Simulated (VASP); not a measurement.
Set up this calculation in VASP 6.6.1, as the native input.

- Task: single point
- Functional: LDA
- Potentials or basis: VASP PAW LDA potentials, release 64 (Si)
- Cutoff: 520 eV
- k mesh: 26 × 26 × 26
- Occupations: gaussian, width 0.15 eV
- Spin: no spin polarisation
- Dipole correction: no
- Further INCAR settings: ALGO = Normal; EDIFF = 1e-06; NBANDS = 11

The structure of Si lies in POSCAR:

```
Si
1.0
   -2.4419758376      2.4419758376      1.2726667549
    2.4419758376     -2.4419758376      1.2726667549
    2.4419758376      2.4419758376     -1.2726667549
Si
2
Direct
    0.2500000000      0.7500000000      0.5000000000
    0.5000000000      0.5000000000      0.0000000000
```

This cell differs from its parent crystal: strain +0.025 along x and y, -0.025 along z.

These files were run (other wordings do the same):

INCAR

```
SYSTEM = Si
PREC = Accurate ; ENCUT = 520
EDIFF = 1E-6 ; ISMEAR = 0
SIGMA = 0.15 ; LREAL = .False.
LASPH = .True. ; NELM = 60
ALGO = Normal ; ISIF = 2
LWAVE = .False. ; LCHARG = .True.
GGA = CA ; LELF = .True.
LVHAR = .True. ; NBANDS = 11
```

KPOINTS

```
regular mesh
0
Gamma
  26 26 26
  0 0 0
```

Potentials or basis: VASP PAW LDA potentials, release 64 (Si).

Run with:

```bash
$ cat potpaw_LDA.64/Si/POTCAR > POTCAR
$ mpirun -np 1 vasp_std > vasp.out
```

Results of the run:

| Property | Result |
| --- | --- |
| Pressure | -2.6 GPa |
| Band gap on the k mesh | zero (bands 4 and 5 overlap by 5.88 eV) |

Caveat: the cell differs from its parent crystal (strain +0.025 along x and y, -0.025 along z); the stress differs along the axes, from -5 to 1 GPa.

Wall time 120 s on 1 thread of Intel(R) Xeon(R) 6975P-C (Granite Rapids) (shared host), peak memory 0.42 GiB.
